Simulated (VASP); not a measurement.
A run of VASP 6.6.1:

The input INCAR:

```
ALGO = Normal ; EDIFF = 1E-6
ENCUT = 520 ; GGA = RE
ISIF = 2 ; ISMEAR = -1
LASPH = T ; LCHARG = F
LREAL = F ; LWAVE = F
NBANDS = 10 ; NELM = 100
PREC = Accurate ; SIGMA = 0.1
```

KPOINTS

```
k-points
0
Gamma
  8 8 8
```

Contents of POSCAR:

```
Rb
1.0
    4.7591779662      0.0000000000      0.0000000000
    0.0000000000      4.7591779662      0.0000000000
    0.0000000000      0.0000000000      4.7591779662
Rb
1
Direct
    0.0000000000      0.0000000000      0.0000000000
```

Potentials or basis: VASP PAW PBE potentials, release 64 (Rb_sv).

Launch:

```sh
$ cat potpaw_PBE.64/Rb_sv/POTCAR > POTCAR
$ mpirun -np 1 vasp_std > vasp.out
```

Hardware: 1 thread of AMD EPYC 9R45 (Zen 5) (shared host).

Problem. Estimate the wall time of this run.

Solution. Wall time 19 s on 1 thread of AMD EPYC 9R45 (Zen 5), on a shared host, peak memory 0.17 GiB. Counts: scf iterations 11, k points 35.
